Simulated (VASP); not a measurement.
# PbS (Galena) (Fm-3m) in VASP: further runs

Runs on PbS (Galena). Level: SVWN5. Tasks: single point.

All numbers are computed with VASP 6.6.1; they aren't measurements. Logs are shortened: lines on timing, memory, paths and dates and some standing lists are left out, and cuts for length are marked.

## Step 1: The cell of the first run

Symmetry: Fm-3m, No. 225, cubic system. The conventional cell has a = 5.931 Å, b = 5.931 Å, c = 5.931 Å, α = 90.00°, β = 90.00°, γ = 90.00°. Within 3.9 Å of Pb (site symmetry m-3m) lie 6 S at 2.97 Å. S (site symmetry m-3m) has 6 Pb at 2.97 Å within 3.9 Å.

## Step 2: Single point, SVWN5

Contents of INCAR:

```
ALGO = Normal ; EDIFF = 1E-7
ENCUT = 520 ; GGA = VW
ISIF = 2 ; ISMEAR = -1
LASPH = T ; LCHARG = F
LREAL = F ; LWAVE = F
NBANDS = 17 ; NELM = 80
PREC = Accurate ; SIGMA = 0.05
```

Contents of KPOINTS:

```
k-points
0
Gamma
  8 8 8
```

Contents of POSCAR:

```
PbS
1.0
    0.0000000000      2.9657500000      2.9657500000
    2.9657500000      0.0000000000      2.9657500000
    2.9657500000      2.9657500000      0.0000000000
Pb S
1 1
Direct
    0.0000000000      0.0000000000      0.0000000000
    0.5000000000      0.5000000000      0.5000000000
```

Potentials or basis: VASP PAW PBE potentials, release 64 (Pb_d, S).

On the command line:

```
$ cat potpaw_PBE.64/Pb_d/POTCAR potpaw_PBE.64/S/POTCAR > POTCAR
$ mpirun -np 1 vasp_std > vasp.out
```

OUTCAR:

```text
EDIFF = 1E-7
   ENCUT = 520
   GGA = VW
   ISIF = 2
   ISMEAR = -1
   LASPH = T
   LREAL = F
   NELM = 80
   PREC = Accurate

 ion  position               nearest neighbor table
   1  0.000  0.000  0.000-   2 2.97   2 2.97   2 2.97   2 2.97   2 2.97   2 2.97
   2  0.500  0.500  0.500-   1 2.97   1 2.97   1 2.97   1 2.97   1 2.97   1 2.97

  LATTYP: Found a face centered cubic cell.
 ALAT       =     5.9315000000

  Lattice vectors:

 A1 = (   0.0000000000,   2.9657500000,   2.9657500000)
 A2 = (   2.9657500000,   0.0000000000,   2.9657500000)
 A3 = (   2.9657500000,   2.9657500000,   0.0000000000)

Analysis of symmetry for initial positions (statically):
=====================================================================
 Subroutine PRICEL returns:
 Original cell was already a primitive cell.

 Routine SETGRP: Setting up the symmetry group for a
 face centered cubic supercell.

 Subroutine GETGRP returns: Found 48 space group operations
[... 9 lines left out ...]

 Routine SETGRP: Setting up the symmetry group for a
 face centered cubic supercell.

 Subroutine GETGRP returns: Found 48 space group operations
[... 11 lines left out ...]
                                     Primitive cell

  volume of cell :      52.1715

  direct lattice vectors                    reciprocal lattice vectors
     0.000000000  2.965750000  2.965750000    -0.168591419  0.168591419  0.168591419
     2.965750000  0.000000000  2.965750000     0.168591419 -0.168591419  0.168591419
     2.965750000  2.965750000  0.000000000     0.168591419  0.168591419 -0.168591419

  length of vectors
     4.194203873  4.194203873  4.194203873     0.292008903  0.292008903  0.292008903

  position of ions in fractional coordinates (direct lattice)
     0.000000000  0.000000000  0.000000000
     0.500000000  0.500000000  0.500000000

  ion indices of the primitive-cell ions
   primitive index   ion index
                 1           1
                 2           2

----------------------------------------------------------------------------------------

 KPOINTS: k-points

Automatic generation of k-mesh.
 Grid dimensions read from file:
 generate k-points for:    8    8    8

 Generating k-lattice:

[... 51 lines left out ...]
 SYSTEM =  unknown system
   PREC   = accura    normal or accurate (medium, high low for compatibility)
   ISTART =      0    job   : 0-new  1-cont  2-samecut
   ICHARG =      2    charge: 1-file 2-atom 10-const
   ISPIN  =      1    spin polarized calculation?
   LNONCOLLINEAR =      F non collinear calculations
   LSORBIT =      F    spin-orbit coupling
   LASPH  =      T    aspherical Exc in radial PAW
   ENCUT  =  520.0 eV  38.22 Ry    6.18 a.u.   7.80  7.80  7.80*2*pi/ulx,y,z
   NELM   =     80;   NELMIN=  2; NELMDL= -5     # of ELM steps
   EDIFF  = 0.1E-06   stopping-criterion for ELM
   LREAL  =      F    real-space projection
   EDIFFG = 0.1E-05   stopping-criterion for IOM
   NSW    =      0    number of steps for IOM
   IBRION =     -1    ionic relax: 0-MD 1-quasi-New 2-CG
   NFREE  =      0    steps in history (QN), initial steepest desc. (CG)
   ISIF   =      2    stress and relaxation
   ISYM   =      2    0-nonsym 1-usesym 2-fastsym
   POTIM  = 0.5000    time-step for ionic-motion
   TEBEG  =    0.0;   TEEND  =   0.0 temperature during run
   PSTRESS=    0.0 pullay stress
   NELECT =      20.0000    total number of electrons
   NUPDOWN=      -1.0000    fix difference up-down
   EMIN   =  10.00;   EMAX   =-10.00  energy-range for DOS
   EFERMI =   0.00;   METHOD = LEGACY
   ISMEAR =    -1;   SIGMA  =   0.05  broadening in eV -4-tet -1-fermi 0-gaus
   EFERMI_NEDOS =   21; number of points for ismear=-14 and -15
   IALGO  =     38    algorithm
   IMIX   =      4    mixing-type and parameters
     AMIX     =   0.40;   BMIX     =  1.00
     AMIX_MAG =   1.60;   BMIX_MAG =  1.00
  volume/ion in A,a.u.               =      26.09       176.04
  Fermi-wavevector in a.u.,A,eV,Ry     =   1.189251  2.247359 19.242973  1.414319
  Thomas-Fermi vector in A             =   2.325363
   LORBIT       =      0    0 simple, 1 ext, 2 COOP (PROOUT), +10 PAW based schemes
   GGA     = VW    functional components
   LHFCALC =     F    Hartree Fock is set to
   AEXX    =    0.0000 exact exchange contribution
   IVDW    =     0    specifies the selected vdW correction
   LEPSILON=     F    determine dielectric tensor
   LRPA    =     F    only Hartree local field effects (RPA)
 non-spin polarized calculation
  energy-cutoff  :      520.00
  volume of cell :       52.17
 maximum number of plane-waves:      1424
   NGX = 15   NGY = 15   NGZ = 15

 number of electron      19.9999998 magnetization

 Free energy of the ion-electron system (eV)
  ---------------------------------------------------
  ext. energy  EPLUGINS =         0.00000000
  ---------------------------------------------------
  free energy    TOTEN  =        -9.98693068 eV

  energy without entropy =       -9.98647626  energy(sigma->0) =       -9.98670347

 E-fermi :   5.6033     XC(G=0): -10.0218

 val. band max:        5.4844288143   @ k =   0.5000   0.0000   0.0000
 cond. band min:       5.7221117023   @ k =   0.5000   0.0000   0.0000
 fundamental gap:      0.2376828880
 Fermi energy:         5.6032741557

 k-point     1 :       0.0000    0.0000    0.0000
  band No.  band energies     occupation
      1     -11.2000      2.00000
      2     -11.2000      2.00000
      3     -11.2000      2.00000
      4     -11.1912      2.00000
      5     -11.1912      2.00000
      6      -8.0758      2.00000
[... 457 lines left out ...]
      4     -11.1703      2.00000
      5     -11.1488      2.00000
      6      -6.5471      2.00000
[... 9 lines left out ...]
     16      16.4366      0.00000
     17      16.6023      0.00000

 [... further k-points ...]

------------------------ aborting loop because EDIFF is reached ----------------------------------------

  FORCE on cell =-STRESS in cart. coord.  units (eV):
  Direction    XX          YY          ZZ          XY          YZ          ZX
  --------------------------------------------------------------------------------------
  -------------------------------------------------------------------------------------
  Total       -0.8627557     -0.8627557     -0.8627557     -0.0000000     -0.0000000      0.0000000
  in kB      -26.4950538    -26.4950538    -26.4950538     -0.0000000     -0.0000000      0.0000000
  external PRESSURE =     -26.4950538 kB  Pullay stress =       0.0000000 kB

 VOLUME and BASIS-vectors are now :
 -----------------------------------------------------------------------------
  energy-cutoff  :      520.00
  volume of cell :       52.17
      direct lattice vectors                 reciprocal lattice vectors
     0.000000000  2.965750000  2.965750000    -0.168591419  0.168591419  0.168591419
     2.965750000  0.000000000  2.965750000     0.168591419 -0.168591419  0.168591419
     2.965750000  2.965750000  0.000000000     0.168591419  0.168591419 -0.168591419

 POSITION                                       TOTAL-FORCE (eV/Angst)
 -----------------------------------------------------------------------------------
      0.00000      0.00000      0.00000        -0.000000     -0.000000     -0.000000
      2.96575      2.96575      2.96575         0.000000      0.000000      0.000000
 -----------------------------------------------------------------------------------
    total drift:                                0.000000     -0.000000     -0.000000

  FREE ENERGIE OF THE ION-ELECTRON SYSTEM (eV)
  ---------------------------------------------------
  free  energy   TOTEN  =        -9.9869306769 eV

  energy  without entropy=       -9.9864762623  energy(sigma->0) =       -9.98670347
```

It took 51 s on 1 thread of AMD EPYC 7R13, shared host; peak memory 0.14 GiB.

Results:

| Item | Value |
| --- | --- |
| Free energy | -9.9869 eV |
| Pressure | -2.6 GPa |
| Band gap on the k mesh | 0.24 eV, direct |

Levels at points of the mesh, in eV from the valence-band top:
```tsv
k point	band 7	band 8	band 9	band 10	band 11	band 12	band 13	band 14
(0.00, 0.00, 0.00)	-6.12	-2.13	-2.13	-2.13	5.08	5.08	5.08	6.71
(0.50, 0.00, 0.00)	-8.95	-1.72	-1.72	0.00	0.24	1.86	1.86	8.52
(0.50, 0.50, 0.00)	-7.32	-5.22	-3.43	-3.43	3.79	5.49	5.58	5.58
```

Caveat: the PAW data sets were made with another functional, which shifts forces and pressure a little; spin-orbit coupling is left out, which moves the levels of the heavy elements. A k mesh can miss the band edges.

## Step 3: Single point, SVWN5

This run uses another cell than the first one, of 26.61 Å³/atom, 1.020 times its volume.

Contents of INCAR:

```
SYSTEM = PbS
PREC     = Accurate       ! precision mode
ENCUT    = 520            ! plane-wave cutoff, eV
EDIFF    = 1E-6           ! SCF threshold, eV
ISMEAR   = -1             ! smearing method
SIGMA    = 0.05           ! smearing width, eV
LREAL    = .False.        ! projectors in reciprocal space
LASPH    = .True.         ! aspherical terms in the spheres
NELM     = 100            ! most SCF steps
ALGO     = Normal         ! electronic algorithm
ISIF     = 2              ! what is computed and relaxed
LWAVE    = .False.        ! write WAVECAR
LCHARG   = .True.         ! write CHGCAR
GGA      = VW             ! functional
LELF     = .True.         ! ELF
LVHAR    = .True.       
NBANDS   = 17             ! bands
```

Contents of KPOINTS:

```
Automatic mesh
0
Gamma
  8 8 8
  0 0 0
```

Contents of POSCAR:

```
PbS
1.0
    0.0000000000      2.9853913009      2.9853913009
    2.9853913009      0.0000000000      2.9853913009
    2.9853913009      2.9853913009      0.0000000000
Pb S
1 1
Direct
    0.0000000000      0.0000000000      0.0000000000
    0.5000000000      0.5000000000      0.5000000000
```

Potentials or basis: VASP PAW PBE potentials, release 64 (Pb_d, S).

On the command line:

```
$ cat potpaw_PBE.64/Pb_d/POTCAR potpaw_PBE.64/S/POTCAR > POTCAR
$ mpirun -np 1 vasp_std > vasp.out
```

Wall time 61 s (1 thread of AMD EPYC 7R13, shared host); peak memory 0.13 GiB.

It converged, with:

* Free energy: -9.9668 eV
* Pressure: -3.6 GPa
* Band gap on the k mesh: 0.31 eV, direct

Levels at points of the mesh, in eV from the valence-band top:
```
           k point  band 6  band 7  band 8  band 9  band 10  band 11  band 12  band 13  band 14  band 15
(0.00, 0.00, 0.00)  -13.36   -6.13   -2.01   -2.01    -2.01     5.04     5.04     5.04     6.78     6.78
(0.50, 0.00, 0.00)  -12.12   -8.82   -1.62   -1.62     0.00     0.31     1.92     1.92     8.51    10.23
(0.50, 0.50, 0.00)  -11.71   -7.28   -5.04   -3.28    -3.28     3.89     5.45     5.52     5.52    11.29
```

Caveat: the PAW data sets were made with another functional, which shifts forces and pressure a little; spin-orbit coupling is left out, which moves the levels of the heavy elements. A k mesh can miss the band edges.
